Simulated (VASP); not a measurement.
# BN in VASP: notebook, part 2 of 4

VASP 6.6.1.

## Step 3: Single point, PBE (atom 3 (N) moved by (-0.100, +0.100) A along [1 1 0] and z)

INCAR reads:

```
ALGO = Normal
EDIFF = 1E-6
ENCUT = 520
GGA = PE
ISIF = 2
ISMEAR = 0
LASPH = T
LCHARG = T
LELF = T
LREAL = F
LVHAR = T
LWAVE = F
NBANDS = 16
NELM = 80
PREC = Accurate
SIGMA = 0.05
```

KPOINTS reads:

```
k-points
0
Gamma
  12 12 6
```

POSCAR reads:

```
BN
1.0
    2.5539396017      0.0000000000      0.0000000000
   -1.2769698009      2.2117765748      0.0000000000
    0.0000000000      0.0000000000      4.2268550000
B N
2 2
Direct
    0.6666666667      0.3333333333      0.9997240000
    0.3333333333      0.6666666667      0.4997240000
    0.6229947227      0.3013632515      0.6489342518
    0.3333333333      0.6666666667      0.1252760000
```

Potentials or basis: VASP PAW PBE potentials, release 64 (B, N).

Run with:

```console
$ cat potpaw_PBE.64/B/POTCAR potpaw_PBE.64/N/POTCAR > POTCAR
$ mpirun -np 1 vasp_std > vasp.out
```

OUTCAR:

```text
EDIFF = 1E-6
   ENCUT = 520
   GGA = PE
   ISIF = 2
   ISMEAR = 0
   LASPH = T
   LREAL = F
   NELM = 80
   PREC = Accurate

 ion  position               nearest neighbor table
   1  0.667  0.333  1.000-   3 1.49   4 1.57   4 1.57   4 1.57
   2  0.333  0.667  0.500-   3 1.54   4 1.58   3 1.58   3 1.69
   3  0.623  0.301  0.649-   1 1.49   2 1.54   2 1.58   2 1.69
   4  0.333  0.667  0.125-   1 1.57   1 1.57   1 1.57   2 1.58

  LATTYP: Found a hexagonal cell.
 ALAT       =     2.5539396017
 C/A-ratio  =     1.6550332659

  Lattice vectors:

 A1 = (   2.5539396017,   0.0000000000,   0.0000000000)
 A2 = (  -1.2769698009,   2.2117765748,   0.0000000000)
 A3 = (   0.0000000000,   0.0000000000,   4.2268550000)

Analysis of symmetry for initial positions (statically):
=====================================================================
 Subroutine PRICEL returns:
 Original cell was already a primitive cell.

 Routine SETGRP: Setting up the symmetry group for a
 hexagonal supercell.

 Subroutine GETGRP returns: Found  1 space group operations
 (whereof  1 operations were pure point group operations)
 out of a pool of 24 trial point group operations.

The static configuration has the point symmetry C_1 .

Analysis of symmetry for dynamics (positions and initial velocities):
=====================================================================
 Subroutine PRICEL returns:
 Original cell was already a primitive cell.

 Routine SETGRP: Setting up the symmetry group for a
 hexagonal supercell.

 Subroutine GETGRP returns: Found  1 space group operations
 (whereof  1 operations were pure point group operations)
 out of a pool of 24 trial point group operations.

The dynamic configuration has the point symmetry C_1 .

 Subroutine INISYM returns: Found  1 space group operations
[... 113 lines left out ...]
   NUPDOWN=      -1.0000    fix difference up-down
   EMIN   =  10.00;   EMAX   =-10.00  energy-range for DOS
   EFERMI =   0.00;   METHOD = LEGACY
   ISMEAR =     0;   SIGMA  =   0.05  broadening in eV -4-tet -1-fermi 0-gaus
   EFERMI_NEDOS =   21; number of points for ismear=-14 and -15
   IALGO  =     38    algorithm
   IMIX   =      4    mixing-type and parameters
     AMIX     =   0.40;   BMIX     =  1.00
     AMIX_MAG =   1.60;   BMIX_MAG =  1.00
  volume/ion in A,a.u.               =       5.97        40.28
  Fermi-wavevector in a.u.,A,eV,Ry     =   1.432600  2.707222 27.923836  2.052344
  Thomas-Fermi vector in A             =   2.552210
   LORBIT       =      0    0 simple, 1 ext, 2 COOP (PROOUT), +10 PAW based schemes
   GGA     = PE    functional components
   LHFCALC =     F    Hartree Fock is set to
   AEXX    =    0.0000 exact exchange contribution
   IVDW    =     0    specifies the selected vdW correction
   LEPSILON=     F    determine dielectric tensor
   LRPA    =     F    only Hartree local field effects (RPA)
 non-spin polarized calculation
 Gauss-broadening in eV      SIGMA  =   0.05
  energy-cutoff  :      520.00
  volume of cell :       23.88
 maximum number of plane-waves:       660
   NGX =  9   NGY =  9   NGZ = 15

 number of electron      16.0000001 magnetization

 Free energy of the ion-electron system (eV)
  ---------------------------------------------------
  ext. energy  EPLUGINS =         0.00000000
  ---------------------------------------------------
  free energy    TOTEN  =       -34.54288020 eV

  energy without entropy =      -34.54288020  energy(sigma->0) =      -34.54288020

 E-fermi :   8.2589     XC(G=0): -12.7651

 val. band max:        8.0041103858   @ k =   0.0000   0.0000   0.0000
 cond. band min:      12.0093723103   @ k =   0.3333   0.3333   0.0000
 fundamental gap:      4.0052619246
 Fermi energy:         8.2589054596

 k-point     1 :       0.0000    0.0000    0.0000
  band No.  band energies     occupation
      1     -12.8766      2.00000
      2      -8.7568      2.00000
      3      -3.5325      2.00000
      4       5.0472      2.00000
      5       5.6948      2.00000
      6       6.5784      2.00000
[... 433 lines left out ...]
      3      -2.5301      2.00000
      4       1.8024      2.00000
      5       3.6008      2.00000
      6       4.7599      2.00000
[... 8 lines left out ...]
     15      21.8905      0.00000
     16      23.2074      0.00000

 [... further k-points ...]
[... 5 lines left out ...]
  --------------------------------------------------------------------------------------
  -------------------------------------------------------------------------------------
  Total        0.1672725      0.4414563      0.6259749     -0.0327247      0.1193429      0.0231823
  in kB       11.2244736     29.6230032     42.0047362     -2.1959249      8.0082546      1.5556007
  external PRESSURE =      27.6174043 kB  Pullay stress =       0.0000000 kB

 VOLUME and BASIS-vectors are now :
 -----------------------------------------------------------------------------
  energy-cutoff  :      520.00
  volume of cell :       23.88
      direct lattice vectors                 reciprocal lattice vectors
     2.553939602  0.000000000  0.000000000     0.391551938  0.226062617  0.000000000
    -1.276969801  2.211776575  0.000000000     0.000000000  0.452125233  0.000000000
     0.000000000  0.000000000  4.226855000     0.000000000  0.000000000  0.236582518

 POSITION                                       TOTAL-FORCE (eV/Angst)
 -----------------------------------------------------------------------------------
      1.27697      0.73726      4.22569        -0.301736     -0.314566      1.245815
     -0.00000      1.47452      2.11226        -0.741178     -1.014820      1.278589
      1.20626      0.66655      2.74295         1.051263      1.347294     -3.906759
     -0.00000      1.47452      0.52952        -0.008349     -0.017908      1.382356
 -----------------------------------------------------------------------------------
    total drift:                                0.000025      0.000047     -0.000095

  FREE ENERGIE OF THE ION-ELECTRON SYSTEM (eV)
  ---------------------------------------------------
  free  energy   TOTEN  =       -34.5428802007 eV

  energy  without entropy=      -34.5428802007  energy(sigma->0) =      -34.54288020
```

OSZICAR:

```text
N       E                     dE             d eps       ncg     rms          rms(c)
DAV:   1     0.377994562291E+02    0.37799E+02   -0.83285E+03 13984   0.972E+02
DAV:   2    -0.342534349002E+02   -0.72053E+02   -0.67363E+02 19792   0.229E+02
DAV:   3    -0.365205957485E+02   -0.22672E+01   -0.22616E+01 16272   0.372E+01
DAV:   4    -0.365261638156E+02   -0.55681E-02   -0.55677E-02 16928   0.209E+00
DAV:   5    -0.365261792768E+02   -0.15461E-04   -0.15461E-04 16064   0.102E-01    0.954E+00
DAV:   6    -0.347006564616E+02    0.18255E+01   -0.23193E+00 17976   0.140E+01    0.448E+00
DAV:   7    -0.345724150535E+02    0.12824E+00   -0.32772E-01 18072   0.465E+00    0.277E+00
DAV:   8    -0.345435906959E+02    0.28824E-01   -0.54213E-02 17480   0.188E+00    0.263E-01
DAV:   9    -0.345426168750E+02    0.97382E-03   -0.18613E-03 16976   0.505E-01    0.133E-01
DAV:  10    -0.345428698804E+02   -0.25301E-03   -0.51348E-04 16560   0.176E-01    0.274E-02
DAV:  11    -0.345428763459E+02   -0.64655E-05   -0.24011E-05 18240   0.490E-02    0.109E-02
DAV:  12    -0.345428800856E+02   -0.37397E-05   -0.43497E-06 15184   0.193E-02    0.654E-03
DAV:  13    -0.345428802007E+02   -0.11511E-06   -0.30613E-07  7896   0.489E-03
   1 F= -.34542880E+02 E0= -.34542880E+02  d E =-.172199E-15
```

stdout:

```text
POSCAR found type information on POSCAR B N
 POSCAR found :  2 types and       4 ions
 scaLAPACK will be used
 LDA part: xc-table for (Slater+PW92), standard interpolation
 POSCAR, INCAR and KPOINTS ok, starting setup
 FFT: planning ... GRIDC
 FFT: planning ... GRID_SOFT
 FFT: planning ... GRID
 WAVECAR not read
 entering main loop
```

It took 5.3 min on 1 thread of AMD EPYC 7R13, shared host; peak memory 0.21 GiB.

Results:

```yaml
Free_energy: -34.5429 eV
Pressure: 2.8 GPa
Largest_force: 4.264 eV/Å
Band_gap_on_the_k_mesh: 4.01 eV, indirect (least direct gap 7.43 eV)
```

Forces in eV/Å, atoms in the order of the input:
```
B   -0.302 -0.315  1.246
B   -0.741 -1.015  1.279
N    1.051  1.347 -3.907
N   -0.008 -0.018  1.382
```

Levels at points of the mesh, in eV from the valence-band top:
```csv
k point,band 5,band 6,band 7,band 8,band 9,band 10,band 11,band 12
"(0.00, 0.00, 0.00)",-2.31,-1.43,-0.52,0.00,7.43,7.81,8.28,8.85
"(0.50, 0.00, 0.00)",-7.78,-5.55,-4.84,-2.49,6.06,6.29,9.30,10.45
"(0.00, 0.50, 0.00)",-7.38,-5.60,-5.28,-2.14,6.09,7.47,9.16,10.74
"(0.50, 0.50, 0.00)",-7.54,-5.47,-5.25,-2.20,6.01,7.10,9.15,10.73
"(0.00, 0.00, 0.50)",-2.10,-1.82,-1.70,-0.70,8.02,8.77,9.12,9.23
"(0.50, 0.00, 0.50)",-4.76,-4.49,-4.15,-4.02,5.70,6.07,9.38,9.61
"(0.00, 0.50, 0.50)",-4.65,-4.40,-4.12,-3.44,5.78,6.08,9.14,9.79
"(0.50, 0.50, 0.50)",-4.79,-4.43,-4.12,-3.43,5.69,6.04,9.18,9.58
```

Caveat: the cell differs from its parent crystal (atom 3 (N) moved by (-0.100, +0.100) A along [1 1 0] and z); forces of over 1 eV/Å act on the atoms, so gaps and moduli don't describe the material at rest.

[end of part 2 of 4]
